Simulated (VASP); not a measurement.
# AlN (P6_3mc) in VASP: a series of runs

Runs on AlN. Level: PBEsol. Tasks: single point.

All numbers are computed with VASP 6.6.1; they aren't measurements. Logs are shortened: lines on timing, memory, paths and dates and some standing lists are left out, and cuts for length are marked.

### Step 1. The cell of the first run

Symmetry: P6_3mc, No. 186, hexagonal system. The conventional cell has a = 3.158 Å, b = 3.158 Å, c = 4.829 Å, α = 90.00°, β = 90.00°, γ = 120.00°. Within 2.5 Å of Al (site symmetry 3m) lie 4 N at 1.86 to 1.91 Å. Within 2.5 Å of N (site symmetry 3m) lie 4 Al at 1.86 to 1.91 Å.

### Step 2. Single point, PBEsol (strain +0.015 along x and y, -0.030 along z)

INCAR

```
SYSTEM = AlN
PREC = Accurate
ENCUT = 600
EDIFF = 1E-6
ISMEAR = 0
SIGMA = 0.05
LREAL = .FALSE.
LASPH = .TRUE.
NELM = 120
ALGO = Normal
ISIF = 2
LWAVE = .FALSE.
LCHARG = .FALSE.
GGA = PS
NBANDS = 16
GGA_COMPAT = .FALSE.
```

KPOINTS

```
Automatic mesh
0
G
  12 12 6
  0 0 0
```

POSCAR

```
AlN
1.0
    3.1576671839      0.0000000000      0.0000000000
   -1.5788335919      2.7346199979      0.0000000000
    0.0000000000      0.0000000000      4.8286600000
Al N
2 2
Direct
    0.3333333333      0.6666666667      0.0000000000
    0.6666666667      0.3333333333      0.5000000000
    0.3333333333      0.6666666667      0.3850000000
    0.6666666667      0.3333333333      0.8850000000
```

Potentials or basis: VASP PAW PBE potentials, release 64 (Al, N).

On the command line:

```bash
cat potpaw_PBE.64/Al/POTCAR potpaw_PBE.64/N/POTCAR > POTCAR
mpirun -np 1 vasp_std > vasp.out
```

OUTCAR:

```text
SYSTEM = AlN
   PREC = Accurate
   ENCUT = 600
   EDIFF = 1E-6
   ISMEAR = 0
   LREAL = .FALSE.
   LASPH = .TRUE.
   NELM = 120
   ISIF = 2
   GGA = PS

 ion  position               nearest neighbor table
   1  0.333  0.667  0.000-   3 1.86   4 1.91   4 1.91   4 1.91   2 3.03   2 3.03   2 3.03   2 3.03
                             2 3.03   2 3.03
   2  0.667  0.333  0.500-   4 1.86   3 1.91   3 1.91   3 1.91   1 3.03   1 3.03   1 3.03   1 3.03
                             1 3.03   1 3.03
   3  0.333  0.667  0.385-   1 1.86   2 1.91   2 1.91   2 1.91
   4  0.667  0.333  0.885-   2 1.86   1 1.91   1 1.91   1 1.91

  LATTYP: Found a hexagonal cell.
 ALAT       =     3.1576671839
 C/A-ratio  =     1.5291858574

  Lattice vectors:

 A1 = (   3.1576671839,   0.0000000000,   0.0000000000)
 A2 = (  -1.5788335919,   2.7346199979,   0.0000000000)
 A3 = (   0.0000000000,   0.0000000000,   4.8286600000)

Analysis of symmetry for initial positions (statically):
=====================================================================
 Subroutine PRICEL returns:
 Original cell was already a primitive cell.

 Routine SETGRP: Setting up the symmetry group for a
 hexagonal supercell.

 Subroutine GETGRP returns: Found 12 space group operations
 (whereof  6 operations were pure point group operations)
 out of a pool of 24 trial point group operations.

The static configuration has the point symmetry C_3v.
 The point group associated with its full space group is C_6v.

Analysis of symmetry for dynamics (positions and initial velocities):
=====================================================================
 Subroutine PRICEL returns:
 Original cell was already a primitive cell.

 Routine SETGRP: Setting up the symmetry group for a
 hexagonal supercell.

 Subroutine GETGRP returns: Found 12 space group operations
 (whereof  6 operations were pure point group operations)
 out of a pool of 24 trial point group operations.

The dynamic configuration has the point symmetry C_3v.
 The point group associated with its full space group is C_6v.

 Subroutine INISYM returns: Found 12 space group operations
 (whereof  6 operations are pure point group operations),
 and found     1 'primitive' translations

----------------------------------------------------------------------------------------

                                     Primitive cell

  volume of cell :      41.6956

  direct lattice vectors                    reciprocal lattice vectors
     3.157667184  0.000000000  0.000000000     0.316689487  0.182840760  0.000000000
[... 96 lines left out ...]
   ISIF   =      2    stress and relaxation
   ISYM   =      2    0-nonsym 1-usesym 2-fastsym
   POTIM  = 0.5000    time-step for ionic-motion
   TEBEG  =    0.0;   TEEND  =   0.0 temperature during run
   PSTRESS=    0.0 pullay stress
   NELECT =      16.0000    total number of electrons
   NUPDOWN=      -1.0000    fix difference up-down
   EMIN   =  10.00;   EMAX   =-10.00  energy-range for DOS
   EFERMI =   0.00;   METHOD = LEGACY
   ISMEAR =     0;   SIGMA  =   0.05  broadening in eV -4-tet -1-fermi 0-gaus
   EFERMI_NEDOS =   21; number of points for ismear=-14 and -15
   IALGO  =     38    algorithm
   IMIX   =      4    mixing-type and parameters
     AMIX     =   0.40;   BMIX     =  1.00
     AMIX_MAG =   1.60;   BMIX_MAG =  1.00
  volume/ion in A,a.u.               =      10.42        70.34
  Fermi-wavevector in a.u.,A,eV,Ry     =   1.189647  2.248107 19.255786  1.415260
  Thomas-Fermi vector in A             =   2.325750
   LORBIT       =      0    0 simple, 1 ext, 2 COOP (PROOUT), +10 PAW based schemes
   GGA     = PS    functional components
   LHFCALC =     F    Hartree Fock is set to
   AEXX    =    0.0000 exact exchange contribution
   IVDW    =     0    specifies the selected vdW correction
   LEPSILON=     F    determine dielectric tensor
   LRPA    =     F    only Hartree local field effects (RPA)
 non-spin polarized calculation
 Gauss-broadening in eV      SIGMA  =   0.05
  energy-cutoff  :      600.00
  volume of cell :       41.70
 maximum number of plane-waves:      1408
 NGX is ok and might be reduce to    28
   NGX = 13   NGY = 13   NGZ = 19

 number of electron      16.0000000 magnetization

 Free energy of the ion-electron system (eV)
  ---------------------------------------------------
  ext. energy  EPLUGINS =         0.00000000
  ---------------------------------------------------
  free energy    TOTEN  =       -31.25806025 eV

  energy without entropy =      -31.25806025  energy(sigma->0) =      -31.25806025

 E-fermi :   6.5199     XC(G=0): -11.1133

 val. band max:        6.2676610678   @ k =   0.0000   0.0000   0.0000
 cond. band min:      10.2368338244   @ k =   0.0000   0.0000   0.0000
 fundamental gap:      3.9691727566
 Fermi energy:         6.5199286136

 k-point     1 :       0.0000    0.0000    0.0000
  band No.  band energies     occupation
      1      -9.1025      2.00000
      2      -6.7112      2.00000
      3       0.1640      2.00000
      4       5.0118      2.00000
      5       5.0118      2.00000
      6       5.8047      2.00000
[... 433 lines left out ...]
      3       1.0771      2.00000
      4       2.1611      2.00000
      5       2.8037      2.00000
      6       4.1049      2.00000
[... 8 lines left out ...]
     15      18.6037      0.00000
     16      19.9891      0.00000

 [... further k-points ...]

------------------------ aborting loop because EDIFF is reached ----------------------------------------

  FORCE on cell =-STRESS in cart. coord.  units (eV):
  Direction    XX          YY          ZZ          XY          YZ          ZX
  --------------------------------------------------------------------------------------
  -------------------------------------------------------------------------------------
  Total       -1.3075248     -1.3075248      2.8634890     -0.0000000      0.0000000      0.0000000
  in kB      -50.2424208    -50.2424208    110.0312707     -0.0000000      0.0000000      0.0000000
  external PRESSURE =       3.1821430 kB  Pullay stress =       0.0000000 kB

 VOLUME and BASIS-vectors are now :
 -----------------------------------------------------------------------------
  energy-cutoff  :      600.00
  volume of cell :       41.70
      direct lattice vectors                 reciprocal lattice vectors
     3.157667184  0.000000000  0.000000000     0.316689487  0.182840760  0.000000000
    -1.578833592  2.734619998  0.000000000     0.000000000  0.365681521  0.000000000
     0.000000000  0.000000000  4.828660000     0.000000000  0.000000000  0.207096793

 POSITION                                       TOTAL-FORCE (eV/Angst)
 -----------------------------------------------------------------------------------
     -0.00000      1.82308      0.00000        -0.000000     -0.000000     -0.444594
      1.57883      0.91154      2.41433        -0.000000     -0.000000     -0.444594
     -0.00000      1.82308      1.85903         0.000000     -0.000000      0.444594
      1.57883      0.91154      4.27336        -0.000000      0.000000      0.444594
 -----------------------------------------------------------------------------------
    total drift:                               -0.000000     -0.000000      0.000071

  FREE ENERGIE OF THE ION-ELECTRON SYSTEM (eV)
  ---------------------------------------------------
  free  energy   TOTEN  =       -31.2580602525 eV

  energy  without entropy=      -31.2580602525  energy(sigma->0) =      -31.25806025
```

OSZICAR:

```text
N       E                     dE             d eps       ncg     rms          rms(c)
DAV:   1     0.469862529061E+02    0.46986E+02   -0.78447E+03  2432   0.998E+02
DAV:   2    -0.317628724366E+02   -0.78749E+02   -0.71652E+02  3432   0.207E+02
DAV:   3    -0.357059485834E+02   -0.39431E+01   -0.39307E+01  3184   0.476E+01
DAV:   4    -0.357301176259E+02   -0.24169E-01   -0.24168E-01  2896   0.412E+00
DAV:   5    -0.357304235832E+02   -0.30596E-03   -0.30596E-03  3200   0.457E-01    0.117E+01
DAV:   6    -0.313092714933E+02    0.44212E+01   -0.94538E+00  3064   0.234E+01    0.415E+00
DAV:   7    -0.312961965700E+02    0.13075E-01   -0.66259E-01  2536   0.574E+00    0.287E+00
DAV:   8    -0.312629482782E+02    0.33248E-01   -0.76341E-02  2856   0.247E+00    0.603E-01
DAV:   9    -0.312577733176E+02    0.51750E-02   -0.13090E-02  3256   0.899E-01    0.252E-01
DAV:  10    -0.312581549087E+02   -0.38159E-03   -0.16111E-03  2680   0.267E-01    0.154E-01
DAV:  11    -0.312580597168E+02    0.95192E-04   -0.17030E-04  2880   0.102E-01    0.287E-02
DAV:  12    -0.312580602525E+02   -0.53567E-06   -0.77338E-06  2912   0.231E-02
   1 F= -.31258060E+02 E0= -.31258060E+02  d E =-.287583E-15
```

Wall time 55 s (1 thread of Intel Xeon Platinum 8488C (Sapphire Rapids), shared host); peak memory 0.2 GiB.

Results:

```
Free energy            : -31.2581 eV
Pressure               : 0.3 GPa
Largest force          : 0.445 eV/Å
Band gap on the k mesh : 3.97 eV
```

Forces on the atoms (eV/Å):
```
Al   0.000  0.000 -0.445
Al   0.000  0.000 -0.445
N    0.000  0.000  0.445
N    0.000  0.000  0.445
```

Caveat: the cell differs from its parent crystal (strain +0.015 along x and y, -0.030 along z); the PAW data sets were made with another functional, which shifts forces and pressure a little.

[end of part 1 of 2]
